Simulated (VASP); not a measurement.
# TiCo2 (Fd-3m) in VASP: a series of runs, part 2 of 2

VASP 6.6.1. The steps go on from the part before.

### Step 3. Single point, PBEsol, collinear spin, ferrimagnetic start

File INCAR:

```
PREC = Accurate ; ENCUT = 520
EDIFF = 1E-6 ; ISMEAR = 0
SIGMA = 0.1 ; LREAL = F
LASPH = T ; NELM = 150
ALGO = Fast ; ISIF = 2
LWAVE = F ; LCHARG = F
ISPIN = 2 ; MAGMOM = -0.33 -0.33 0.85 0.85 0.85 0.85
LORBIT = 11 ; LMAXMIX = 4
GGA = PS ; NBANDS = 43
```

File KPOINTS:

```
regular mesh
0
Gamma
  6 6 6
```

File POSCAR:

```
TiCo2
1.0
    0.0000000000      3.2763183082      3.2763183082
    3.2763183082      0.0000000000      3.2763183082
    3.2763183082      3.2763183082      0.0000000000
Ti Co
2 4
Direct
    0.5000000000      0.5000000000      0.5000000000
    0.7500000000      0.7500000000      0.7500000000
    0.1250000000      0.1250000000      0.1250000000
    0.6250000000      0.1250000000      0.1250000000
    0.1250000000      0.1250000000      0.6250000000
    0.1250000000      0.6250000000      0.1250000000
```

Potentials or basis: VASP PAW PBE potentials, release 64 (Ti_sv, Co).

On the command line:

```
> cat potpaw_PBE.64/Ti_sv/POTCAR potpaw_PBE.64/Co/POTCAR > POTCAR
> mpirun -np 1 vasp_std > vasp.out
```

OUTCAR:

```text
PREC = Accurate
   ENCUT = 520
   EDIFF = 1E-6
   ISMEAR = 0
   LREAL = F
   LASPH = T
   NELM = 150
   ISIF = 2
   ISPIN = 2
   LORBIT = 11
   GGA = PS

 ion  position               nearest neighbor table
   1  0.500  0.500  0.500-   3 2.72   5 2.72   6 2.72   3 2.72   4 2.72   5 2.72   3 2.72   4 2.72
                             6 2.72   4 2.72   5 2.72   6 2.72   2 2.84   2 2.84   2 2.84   2 2.84
   2  0.750  0.750  0.750-   4 2.72   5 2.72   6 2.72   3 2.72   4 2.72   6 2.72   3 2.72   4 2.72
                             5 2.72   3 2.72   5 2.72   6 2.72   1 2.84   1 2.84   1 2.84   1 2.84
   3  0.125  0.125  0.125-   4 2.32   5 2.32   6 2.32   5 2.32   6 2.32   4 2.32   1 2.72   2 2.72
                             1 2.72   2 2.72   1 2.72   2 2.72
   4  0.625  0.125  0.125-   3 2.32   5 2.32   6 2.32   3 2.32   5 2.32   6 2.32   2 2.72   1 2.72
                             1 2.72   2 2.72   2 2.72   1 2.72
   5  0.125  0.125  0.625-   3 2.32   3 2.32   4 2.32   6 2.32   6 2.32   4 2.32   1 2.72   2 2.72
                             1 2.72   2 2.72   1 2.72   2 2.72
   6  0.125  0.625  0.125-   3 2.32   5 2.32   3 2.32   4 2.32   5 2.32   4 2.32   2 2.72   1 2.72
                             2 2.72   2 2.72   1 2.72   1 2.72

  LATTYP: Found a face centered cubic cell.
 ALAT       =     6.5526366164

  Lattice vectors:

[... 1656 lines left out ...]
  in kB       -6.4658625     -6.4658625     -6.4658625     -0.0000000     -0.0000000      0.0000000
  external PRESSURE =      -6.4658625 kB  Pullay stress =       0.0000000 kB

 VOLUME and BASIS-vectors are now :
 -----------------------------------------------------------------------------
  energy-cutoff  :      520.00
  volume of cell :       70.34
      direct lattice vectors                 reciprocal lattice vectors
     0.000000000  3.276318308  3.276318308    -0.152610324  0.152610324  0.152610324
     3.276318308  0.000000000  3.276318308     0.152610324 -0.152610324  0.152610324
     3.276318308  3.276318308  0.000000000     0.152610324  0.152610324 -0.152610324

 POSITION                                       TOTAL-FORCE (eV/Angst)
 -----------------------------------------------------------------------------------
      3.27632      3.27632      3.27632         0.000000      0.000000      0.000000
      4.91448      4.91448      4.91448        -0.000000     -0.000000     -0.000000
      0.81908      0.81908      0.81908        -0.000000     -0.000000      0.000000
      0.81908      2.45724      2.45724        -0.000000     -0.000000      0.000000
      2.45724      2.45724      0.81908        -0.000000     -0.000000      0.000000
      2.45724      0.81908      2.45724        -0.000000     -0.000000      0.000000
 -----------------------------------------------------------------------------------
    total drift:                                0.000000      0.000000      0.000000

  FREE ENERGIE OF THE ION-ELECTRON SYSTEM (eV)
  ---------------------------------------------------
  free  energy   TOTEN  =       -49.7426942879 eV

  energy  without entropy=      -49.6962317302  energy(sigma->0) =      -49.71946301

 total charge

# of ion       s       p       d       tot
------------------------------------------
    1        2.230   6.167   1.865  10.262
    2        2.230   6.167   1.865  10.262
    3        0.566   0.610   7.354   8.529
    4        0.566   0.610   7.354   8.529
    5        0.566   0.610   7.354   8.529
    6        0.566   0.610   7.354   8.529
--------------------------------------------------
tot          6.724  14.773  33.144  54.641

 magnetization (x)

# of ion       s       p       d       tot
------------------------------------------
    1       -0.000  -0.001  -0.007  -0.008
    2       -0.000  -0.001  -0.007  -0.008
    3       -0.000  -0.000   0.034   0.034
    4       -0.000  -0.000   0.034   0.034
    5       -0.000  -0.000   0.034   0.034
    6       -0.000  -0.000   0.034   0.034
--------------------------------------------------
tot         -0.000  -0.002   0.120   0.119
```

stdout:

```text
POSCAR found type information on POSCAR TiCo
 POSCAR found :  2 types and       6 ions
 scaLAPACK will be used
 -----------------------------------------------------------------------------
|                                                                             |
|                                                                             |
|     You enforced a specific xc type in the INCAR file but a different       |
|     I HOPE YOU KNOW WHAT YOU ARE DOING!                                     |
|                                                                             |
 -----------------------------------------------------------------------------

 LDA part: xc-table for (Slater+PW92), standard interpolation
 POSCAR, INCAR and KPOINTS ok, starting setup
 FFT: planning ... GRIDC
 FFT: planning ... GRID_SOFT
 FFT: planning ... GRID
 WAVECAR not read
 entering main loop
WARNING in EDDRMM: call to ZHEGV failed, returncode =   6  3     17
WARNING in EDDRMM: call to ZHEGV failed, returncode =   6  3     11
WARNING in EDDRMM: call to ZHEGV failed, returncode =   8  4     16
WARNING in EDDRMM: call to ZHEGV failed, returncode =   6  3     12
WARNING in EDDRMM: call to ZHEGV failed, returncode =   6  3     35
WARNING in EDDRMM: call to ZHEGV failed, returncode =   6  3     36
WARNING in EDDRMM: call to ZHEGV failed, returncode =   6  3     42
```

Run time: 2.3 min. Hardware: 1 thread of Intel Xeon 6975P-C (Granite Rapids), shared host; peak memory 0.28 GiB.

What came out:

```
Free energy                                           : -49.7427 eV
Pressure                                              : -0.6 GPa
Net moment                                            : 0.11 μB per cell
Site moments                                          : Ti -0.01; Co +0.03 μB
Valence electrons inside the program's atomic spheres : Ti 10.26; Co 8.53
```

Caveat: the moments typed at the start vanished in this run; the PAW data sets were made with another functional, which shifts forces and pressure a little.

### Step 4. Single point, PBEsol

File INCAR:

```
SYSTEM = TiCo2
PREC     = Accurate       ! precision mode
ENCUT    = 520            ! plane-wave cutoff, eV
EDIFF    = 1E-6           ! SCF threshold, eV
ISMEAR   = 0              ! smearing method
SIGMA    = 0.15           ! smearing width, eV
LREAL    = .FALSE.        ! projectors in reciprocal space
LASPH    = .TRUE.         ! aspherical terms in the spheres
NELM     = 100            ! most SCF steps
ALGO     = Fast           ! electronic algorithm
ISIF     = 2              ! what is computed and relaxed
LWAVE    = .FALSE.        ! write WAVECAR
LCHARG   = .FALSE.        ! write CHGCAR
GGA      = PS             ! functional
NBANDS   = 39             ! bands
```

File KPOINTS:

```
Automatic mesh
0
G
  14 14 14
  0 0 0
```

POSCAR is that of step 3.

On the command line:

```
> cat potpaw_PBE.64/Ti_sv/POTCAR potpaw_PBE.64/Co/POTCAR > POTCAR
> mpirun -np 1 vasp_std > vasp.out
```

Run time: 6.1 min. Hardware: 1 thread of Intel Xeon 6975P-C (Granite Rapids), shared host; peak memory 0.37 GiB.

Results (log left out):

* Free energy: -49.7703 eV
* Pressure: -0.6 GPa
* Band gap on the k mesh: zero (bands 30 and 31 overlap by 0.82 eV)

Levels at points of the mesh, in eV from the Fermi level:
```csv
k point,band 26,band 27,band 28,band 29,band 30,band 31,band 32,band 33,band 34,band 35
"(0.00, 0.00, 0.00)",-0.75,-0.64,-0.64,-0.56,-0.56,-0.56,0.86,0.86,0.86,1.05
"(0.50, 0.00, 0.00)",-0.69,-0.63,-0.38,-0.38,0.14,0.14,0.57,0.57,0.86,0.93
"(0.50, 0.50, 0.00)",-1.82,-0.58,-0.58,-0.53,-0.53,-0.02,-0.02,0.93,0.93,1.65
```

Caveat: the PAW data sets were made with another functional, which shifts forces and pressure a little; the run has no spin polarisation, though such a crystal can be magnetic. Spin polarisation is off, so any magnetic state and its effect on volume and gap are missing.

### Step 5. The runs side by side

| spin | k mesh | smearing | further INCAR settings | gap on the mesh (eV) | pressure (GPa) |
| --- | --- | --- | --- | --- | --- |
| off | 12 × 12 × 12 | gaussian 0.15 eV | ALGO = Fast; EDIFF = 1e-06; NBANDS = 39 | none | -0.6 |
| collinear, ferrimagnetic start | 6 × 6 × 6 | gaussian 0.1 eV | ALGO = Fast; EDIFF = 1e-06; NBANDS = 43 | none | -0.6 |
| off | 14 × 14 × 14 | gaussian 0.15 eV | ALGO = Fast; EDIFF = 1e-06; NBANDS = 39 | none | -0.6 |

Alike in all rows: task single point; level PBEsol; potentials or basis VASP PAW PBE potentials, release 64 (Ti_sv, Co); cell a = 4.633 Å, angles 60.0°, 6 atoms; cutoff (eV) 520.

Caveats: the PAW data sets were made with another functional, which shifts forces and pressure a little; the moments typed at the start vanished in this run (at least some runs).

Total energies depend on the potentials used, so only differences within one code and one set of settings carry meaning.
